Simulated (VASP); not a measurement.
Input of a VASP 6.6.1 run:

INCAR

```
PREC = Accurate
ENCUT = 600
EDIFF = 1E-6
ISMEAR = 0
SIGMA = 0.1
LREAL = F
LASPH = T
NELM = 60
ALGO = Normal
ISIF = 3
LWAVE = F
LCHARG = F
GGA = PE
IBRION = 2
NSW = 100
EDIFFG = -0.01
```

Contents of KPOINTS:

```
Automatic mesh
0
Gamma
  12 12 8
```

The input POSCAR:

```
TeP2
1.0
    3.9926219877      0.0000000000      0.0000000000
   -1.9963109938      3.4577120690      0.0000000000
    0.0000000000      0.0000000000      5.4985268761
Te P
1 2
Direct
    0.0000000000      0.0000000000      0.0000000000
    0.6666666667      0.3333333333      0.6876701444
    0.6666666667      0.3333333333      0.3123298556
```

Potentials or basis: VASP PAW PBE potentials, release 64 (Te, P).

Launch:

```console
$ cat potpaw_PBE.64/Te/POTCAR potpaw_PBE.64/P/POTCAR > POTCAR
$ mpirun -np 1 vasp_std > vasp.out
```

(1) What does it give for the relaxed volume?

(2) Predict the relaxed cell.

(3) What does it give for the space group after relaxing (to 0.1 Å)?

Results:

(1) 26.35 Å³/atom.

(2) a = 4.177 Å, b = 4.177 Å, c = 5.232 Å, α = 90.00°, β = 90.00°, γ = 120.00°.

(3) P-6m2 (No. 187).
